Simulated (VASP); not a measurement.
# Al16O22F (a cell with a defect) in VASP: single point with PBE

Aim: the single point of Al16O22F (a cell with a defect) with PBE.

Program: VASP 6.6.1. These are calculated values, not measurements. Logs are shortened: lines on timing, memory, paths and dates and some standing lists are left out, and cuts for length are marked.

## Step 1: The cell of the first run

The cell holds a defect, 39 atoms: a = 6.992 Å, b = 6.992 Å, c = 6.992 Å, α = 85.68°, β = 85.68°, γ = 85.68°.

## Step 2: Single point, PBE

Input file INCAR:

```
SYSTEM = Al16O22F
PREC = Accurate
ENCUT = 520
EDIFF = 1E-7
ISMEAR = -1
SIGMA = 0.02
LREAL = Auto
LASPH = .TRUE.
NELM = 60
ALGO = Normal
ISIF = 2
LWAVE = .FALSE.
LCHARG = .FALSE.
GGA = PE
NELECT = 188.0
NBANDS = 118
```

Input file KPOINTS:

```
regular mesh
0
G
  2 2 2
  0 0 0
```

Input file POSCAR:

```
Al16O22F
1.0
   -4.7540000000     -2.7447230000      4.3300000000
    4.7540000000     -2.7447230000      4.3300000000
    0.0000000000      5.4894460000      4.3300000000
Al O F
16 22 1
Direct
    0.3493845530      0.3486927145      0.3553880905
    0.1513546606      0.1454821322      0.1516604358
    0.6311008223      0.6539491605      0.6286197631
    0.8692931691      0.8705725128      0.8456821242
    0.8555168984      0.8524971256      0.3495799714
    0.6555946664      0.6491449398      0.1452015023
    0.1259692938      0.1202665172      0.6643544893
    0.3492595503      0.3510651876      0.8511008972
    0.8455767097      0.3553840298      0.8510879903
    0.6451351759      0.1506250791      0.6483651491
    0.1509864973      0.6488175869      0.1490723591
    0.3739850997      0.8367663366      0.3768222357
    0.3695489029      0.8533881961      0.8751414229
    0.1312650446      0.6253691674      0.6461219081
    0.6462040531      0.1510441877      0.1484799347
    0.8548148282      0.3514730108      0.3497440317
    0.5933973494      0.4042172905      0.7500368612
    0.7622892736      0.5955820796      0.3943958524
    0.4072029155      0.5913796088      0.2402929953
    0.2509481925      0.3993009481      0.5983871181
    0.5958312887      0.2508199299      0.4025783426
    0.2500972144      0.0946573743      0.4057853651
    0.8988241293      0.2584330902      0.5958718798
    0.9050437061      0.0980843035      0.2496604430
    0.7509751487      0.9115796922      0.5891675609
    0.0985236529      0.7406408174      0.4023336822
    0.0991916431      0.4024442725      0.2509458396
    0.2500892486      0.6007598418      0.8997026417
    0.9076649775      0.7509424280      0.0954757354
    0.8958619684      0.5972088342      0.7472382044
    0.7505274952      0.4034561868      0.0968729000
    0.0935145689      0.2595871394      0.9089865134
    0.6024712106      0.9050002388      0.2420077653
    0.7395462375      0.1054776637      0.9046786392
    0.4016068814      0.2494343951      0.0978559522
    0.4017831651      0.0973506872      0.7597781569
    0.2503766247      0.9020270243      0.1016628637
    0.6051605370      0.7533841382      0.9038594818
    0.2528325199      0.8460228859      0.6512598368
```

Potentials or basis: VASP PAW PBE potentials, release 64 (Al, O, F).

Command:

```console
$ cat potpaw_PBE.64/Al/POTCAR potpaw_PBE.64/O/POTCAR potpaw_PBE.64/F/POTCAR > POTCAR
$ mpirun -np 1 vasp_std > vasp.out
```

OUTCAR:

```text
SYSTEM = Al16O22F
   PREC = Accurate
   ENCUT = 520
   EDIFF = 1E-7
   ISMEAR = -1
   LREAL = Auto
   LASPH = .TRUE.
   NELM = 60
   ISIF = 2
   GGA = PE
   NELECT = 188.0

 ion  position               nearest neighbor table
   1  0.349  0.349  0.355-  20 1.83  21 1.85  19 1.88  27 1.95  22 1.95  35 1.98   2 2.62  15 2.78
                            11 2.80   7 3.00  14 3.14  10 3.19   6 3.30
   2  0.151  0.145  0.152-  37 1.84  24 1.85  32 1.88  35 1.94  22 1.95  27 1.97   1 2.62  16 2.78
                             8 2.79  12 2.99  13 3.15   5 3.19   9 3.30
   3  0.631  0.654  0.629-  18 1.87  17 1.91  25 2.03  30 2.08  38 2.09   5 2.77  12 2.79  13 2.79
                             9 2.90   4 2.91  16 3.22   8 3.23
   4  0.869  0.871  0.846-  34 1.87  29 1.91  25 2.02  30 2.07  38 2.08  10 2.77   7 2.77  14 2.78
                             6 2.90   3 2.91  15 3.23  11 3.23
   5  0.856  0.852  0.350-  25 1.84  24 1.85  26 1.87  18 1.95  29 1.96  33 1.97   6 2.63   3 2.77
                            11 2.77  15 2.81   2 3.19  14 3.19  10 3.26
   6  0.656  0.649  0.145-  38 1.84  31 1.84  19 1.87  18 1.95  29 1.95  33 1.96   5 2.63  12 2.77
                            16 2.78   4 2.90  13 3.06   9 3.17   1 3.30
   7  0.126  0.120  0.664-  23 1.87  22 1.96  32 2.02  39 2.06  36 2.08  20 2.20   4 2.77   9 2.78
                             8 2.78  13 2.84   1 3.00  12 3.25  16 3.27  10 3.36
   8  0.349  0.351  0.851-  17 1.85  35 1.87  28 1.87  36 1.93  20 1.94  32 1.95  14 2.74  10 2.77
                             7 2.78   2 2.79  15 3.22  11 3.22   3 3.23
   9  0.846  0.355  0.851-  30 1.84  31 1.84  32 1.87  17 1.95  34 1.95  23 1.96  10 2.63   7 2.78
                            15 2.78   3 2.90  14 3.06   6 3.17   2 3.30
  10  0.645  0.151  0.648-  25 1.84  21 1.85  36 1.87  34 1.95  17 1.96  23 1.98   9 2.63   4 2.77
                             8 2.77  16 2.81   1 3.19  13 3.19   5 3.26   7 3.36
  11  0.151  0.649  0.149-  29 1.85  27 1.86  28 1.87  26 1.93  37 1.95  19 1.95  13 2.74   5 2.77
                            12 2.77   1 2.80  16 3.22   8 3.22   4 3.23
  12  0.374  0.837  0.377-  33 1.87  22 1.96  19 2.02  39 2.04  26 2.08  37 2.17   6 2.77  11 2.77
                             3 2.79  14 2.84   2 2.99   7 3.25  15 3.26
  13  0.370  0.853  0.875-  38 1.76  37 1.78  39 1.82  36 1.85  28 2.00  11 2.74   3 2.79   7 2.84
                            14 3.01   6 3.06   2 3.15  10 3.19
  14  0.131  0.625  0.646-  30 1.76  20 1.77  39 1.82  26 1.85  28 2.00   8 2.74   4 2.78  12 2.84
                            13 3.01   9 3.06   1 3.14   5 3.19
  15  0.646  0.151  0.148-  34 1.82  33 1.83  35 1.84  21 1.96  31 1.96  24 1.99  16 2.64   9 2.78
                             1 2.78   5 2.81   8 3.22   4 3.23  12 3.26
  16  0.855  0.351  0.350-  18 1.82  23 1.83  27 1.84  24 1.95  31 1.96  21 1.99  15 2.64   2 2.78
                             6 2.78  10 2.81  11 3.22   3 3.22   7 3.27
  17  0.593  0.404  0.750-   8 1.85   3 1.91   9 1.95  10 1.96
  18  0.762  0.596  0.394-  16 1.82   3 1.87   6 1.95   5 1.95
  19  0.407  0.591  0.240-   6 1.87   1 1.88  11 1.95  12 2.02
  20  0.251  0.399  0.598-  14 1.77   1 1.83   8 1.94   7 2.20
  21  0.596  0.251  0.403-   1 1.85  10 1.85  15 1.96  16 1.99
[... 16 lines left out ...]
  38  0.605  0.753  0.904-  13 1.76   6 1.84   4 2.08   3 2.09
  39  0.253  0.846  0.651-  14 1.82  13 1.82  12 2.04   7 2.06

  LATTYP: Found a trigonal (rhomboedric) cell.
 ALAT       =     6.9916321661
[... 211 lines left out ...]
     AMIX_MAG =   1.60;   BMIX_MAG =  1.00
  volume/ion in A,a.u.               =       8.69        58.66
  Fermi-wavevector in a.u.,A,eV,Ry     =   1.345019  2.541718 24.613984  1.809077
  Thomas-Fermi vector in A             =   2.472966
   LORBIT       =      0    0 simple, 1 ext, 2 COOP (PROOUT), +10 PAW based schemes
   GGA     = PE    functional components
   LHFCALC =     F    Hartree Fock is set to
   AEXX    =    0.0000 exact exchange contribution
   IVDW    =     0    specifies the selected vdW correction
   LEPSILON=     F    determine dielectric tensor
   LRPA    =     F    only Hartree local field effects (RPA)
 non-spin polarized calculation
  energy-cutoff  :      520.00
  volume of cell :      339.00
 maximum number of plane-waves:      9142
 NGX is ok and might be reduce to    54
   NGX = 25   NGY = 25   NGZ = 25

 number of electron     188.0000017 magnetization

 Free energy of the ion-electron system (eV)
  ---------------------------------------------------
  ext. energy  EPLUGINS =         0.00000000
  ---------------------------------------------------
  free energy    TOTEN  =      -267.97763674 eV

  energy without entropy =     -267.97763674  energy(sigma->0) =     -267.97763674

 E-fermi :  10.9127     XC(G=0): -11.6653

 val. band max:       10.4275544925   @ k =   0.0000   0.0000   0.0000
 cond. band min:      13.0777015889   @ k =   0.0000   0.0000   0.5000
 fundamental gap:      2.6501470964
 Fermi energy:        10.9127432843

 k-point     1 :       0.0000    0.0000    0.0000
  band No.  band energies     occupation
      1     -18.3535      2.00000
      2     -13.1317      2.00000
      3     -12.0617      2.00000
      4     -11.9992      2.00000
      5     -11.8423      2.00000
      6     -11.5204      2.00000
[... 861 lines left out ...]
    105      15.6510      0.00000
    106      15.7410      0.00000
 [bands above 106 left out]

------------------------ aborting loop because EDIFF is reached ----------------------------------------

  FORCE on cell =-STRESS in cart. coord.  units (eV):
  Direction    XX          YY          ZZ          XY          YZ          ZX
  --------------------------------------------------------------------------------------
  -------------------------------------------------------------------------------------
  Total       45.4768677     37.3430630     35.7632699      7.0574568      1.4430364      2.4724385
  in kB      214.9335842    176.4914510    169.0250049     33.3550785      6.8201045     11.6852832
  external PRESSURE =     186.8166800 kB  Pullay stress =       0.0000000 kB

 VOLUME and BASIS-vectors are now :
 -----------------------------------------------------------------------------
  energy-cutoff  :      520.00
  volume of cell :      339.00
      direct lattice vectors                 reciprocal lattice vectors
    -4.754000000 -2.744723000  4.330000000    -0.105174590 -0.060722582  0.076982294
     4.754000000 -2.744723000  4.330000000     0.105174590 -0.060722582  0.076982294
     0.000000000  5.489446000  4.330000000     0.000000000  0.121445163  0.076982294

 POSITION                                       TOTAL-FORCE (eV/Angst)
 -----------------------------------------------------------------------------------
     -0.00329      0.03485      4.56151        -0.001599     -0.003054      0.008358
     -0.02792      0.01780      1.94199        -0.012269      0.004943     -0.009757
      0.10862     -0.07633      8.28619         0.005933      0.003349      0.009993
      0.00608     -0.13312     11.19542        -0.010485      0.004279     -0.004172
     -0.01436     -2.76903      8.90938        -0.005260     -0.001529      0.006634
     -0.03066     -2.78407      6.27824        -0.000562     -0.009491     -0.013790
[... 31 lines left out ...]
      0.70466      1.23286      9.79621        -0.010774     -0.009774     -0.006471
      2.82003      0.55900      7.57800         0.060434      0.022056      0.016675
 -----------------------------------------------------------------------------------
    total drift:                                0.003671     -0.002542      0.002688

  FREE ENERGIE OF THE ION-ELECTRON SYSTEM (eV)
  ---------------------------------------------------
  free  energy   TOTEN  =      -267.9776367420 eV

  energy  without entropy=     -267.9776367420  energy(sigma->0) =     -267.97763674
```

Run time: 21 min. Hardware: 1 thread of Intel Xeon 8259CL, shared host; peak memory 0.5 GiB.

What came out:

- Free energy: -267.9776 eV
- Largest force: 0.066 eV/Å

Forces on the atoms (eV/Å):
```
Al  -0.002 -0.003  0.008
Al  -0.012  0.005 -0.010
Al   0.006  0.003  0.010
Al  -0.010  0.004 -0.004
Al  -0.005 -0.002  0.007
Al  -0.001 -0.009 -0.014
Al   0.003 -0.033  0.022
Al  -0.008 -0.003  0.012
Al   0.002  0.002  0.004
Al   0.001 -0.003 -0.010
Al   0.002  0.001  0.000
Al  -0.004  0.031  0.026
Al   0.012  0.004  0.007
Al   0.007  0.009 -0.010
Al  -0.001  0.004 -0.011
Al  -0.004 -0.004  0.006
O    0.015 -0.007  0.000
O    0.003  0.002 -0.011
O   -0.008 -0.002 -0.002
O   -0.009 -0.001 -0.006
O    0.001  0.003 -0.002
O   -0.014  0.007  0.004
O   -0.004 -0.006 -0.013
O   -0.008 -0.002 -0.003
O   -0.001  0.003 -0.013
O   -0.005  0.007  0.016
O    0.003 -0.002  0.004
O   -0.001 -0.009  0.004
O   -0.004 -0.001 -0.007
O    0.001  0.004 -0.023
O    0.001 -0.004 -0.003
O    0.000  0.002  0.000
O   -0.004 -0.007 -0.005
O    0.004 -0.002 -0.001
O   -0.004 -0.008 -0.002
O   -0.004 -0.004  0.005
O    0.002  0.008  0.006
O   -0.011 -0.010 -0.006
F    0.060  0.022  0.017
```

Caveat: the k points lie up to 0.45 Å⁻¹ apart; the cell carries a net charge on a neutralising background, which shifts energy and pressure; the cell is charged against a uniform background, so pressure and absolute levels hang on convention.
